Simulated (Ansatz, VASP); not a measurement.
BaMo2Pd in VASP and in Ansatz

```xyz
4
Lattice="2.2331 1.2893 6.0143 -2.2331 1.2893 6.0143 0.0000 -2.5786 6.0143" Properties=species:S:1:pos:R:3 pbc="T T T"
Ba    0.0000    0.0000    0.0000
Mo    0.0000    0.0000    3.4671
Mo    0.0000    0.0000   14.5758
Pd    0.0000    0.0000    9.0214
```

Alike in both runs: functional PBE; k mesh 6 × 6 × 6; occupations gaussian, width 0.1 eV; no spin polarisation.

Ansatz relaxed the structure, and its values are those at the end. VASP's run is a single point on that final structure, the one shown.

```csv
,VASP,Ansatz
version,VASP 6.6.1,Ansatz 0.2.0
potentials or method,"VASP PAW PBE potentials, release 64 (Ba_sv, Mo_sv, Pd), cutoff 520 eV","scalar-relativistic, plane waves, PAW"
valence electrons in the cell,48,56
```

```csv
,VASP,Ansatz,Ansatz less VASP
gap on the k mesh at the Fermi level (eV),none,none,-
pressure (GPa),0.3,0.0,-0.33
rms of the force components (eV/Å),0.008,0.001,-0.0067
```

A gap of «none» marks a metal or a gap that the smearing closes. VASP's potentials hold 48 valence electrons a cell and Ansatz's 56, so a difference there can come from the potentials and not from the codes.

Neither program's run includes spin-orbit coupling.
